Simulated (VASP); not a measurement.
A run of VASP 6.6.1:

The input INCAR:

```
  ALGO = Normal
  EDIFF = 1E-6
  ENCUT = 520
  GGA = PE
  ISIF = 2
  ISMEAR = -1
  LASPH = True
  LCHARG = False
  LREAL = False
  LWAVE = False
  NBANDS = 17
  NELM = 60
  PREC = Accurate
  SIGMA = 0.05
```

File KPOINTS:

```
k-points
0
Gamma
  14 14 8
```

POSCAR

```
Sr
1.0
    3.2691896276      0.0000000000      0.0000000000
   -1.6345948138      2.8312012673      0.0000000000
    0.0000000000      0.0000000000      4.9683194727
Sr
2
Direct
    0.3333333333      0.6666666667      0.2500000000
    0.6666666667      0.3333333333      0.7500000000
```

Potentials or basis: VASP PAW PBE potentials, release 64 (Sr_sv).

The run is started by

```sh
$ cat potpaw_PBE.64/Sr_sv/POTCAR > POTCAR
$ mpirun -np 1 vasp_std > vasp.out
```

Hardware: 1 thread of Intel(R) Xeon(R) 6975P-C (Granite Rapids), with other jobs on the host.

Q: How long does it take, and how much memory?

A: It took 23 s on 1 thread of Intel(R) Xeon(R) 6975P-C (Granite Rapids) (shared host), peak memory 0.21 GiB. Counts: scf iterations 11, k points 120.
